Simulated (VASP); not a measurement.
A run of VASP 6.6.1 is set up as follows.

The input POSCAR:

```
Si
1.0
   -3.3273296544      3.3273296544      1.9218805215
    3.3273296544     -3.3273296544      1.9218805215
    3.3273296544      3.3273296544     -1.9218805215
Si
4
Direct
    0.1689971300      0.1689971300      0.3575063991
    0.8114907309      0.8114907309      0.6424936010
    0.1885092691      0.8310028700      0.0000000000
    0.8310028700      0.1885092691      0.0000000000
```

File INCAR.step1:

```
SYSTEM = Si
ALGO = Normal
EDIFF = 1E-4
ENCUT = 520
GGA = PE
ISMEAR = 0
LASPH = .TRUE.
LCHARG = .FALSE.
LREAL = .FALSE.
LWAVE = .TRUE.
NBANDS = 16
NELM = 60
PREC = Accurate
SIGMA = 0.05
```

File INCAR.step2:

```
SYSTEM = Si
ALGO = Normal
EDIFF = 1E-6
ENCUT = 520
ISIF = 2
ISMEAR = 0
ISTART = 1
LASPH = .TRUE.
LCHARG = .FALSE.
LMIXTAU = .TRUE.
LREAL = .FALSE.
LWAVE = .FALSE.
METAGGA = R2SCAN
NBANDS = 16
NELM = 60
PREC = Accurate
SIGMA = 0.05
```

KPOINTS

```
k-points
0
G
  10 10 10
  0 0 0
```

Potentials or basis: VASP PAW PBE potentials, release 64 (Si).

Run with:

```bash
$ cat potpaw_PBE.64/Si/POTCAR > POTCAR
$ cp INCAR.step1 INCAR
$ mpirun -np 1 vasp_std > vasp.out
$ cp INCAR.step2 INCAR
$ mpirun -np 1 vasp_std > vasp.out
```

What does it give for the band gap on the k mesh?

0.49 eV, indirect (least direct gap 0.64 eV).

Predict the largest force.

0.098 eV/Å.

Predict the pressure.

-0.3 GPa.

Forces on the atoms (eV/Å):
```
Si  -0.006 -0.006  0.097
Si   0.006  0.006  0.097
Si   0.006 -0.006 -0.097
Si  -0.006  0.006 -0.097
```

Caveat: the cell differs from its parent crystal (mode 4 (156.1 1/cm) frozen in, largest displacement +0.037 Å); the PAW data sets were made with another functional, which shifts forces and pressure a little. A k mesh can miss the band edges.
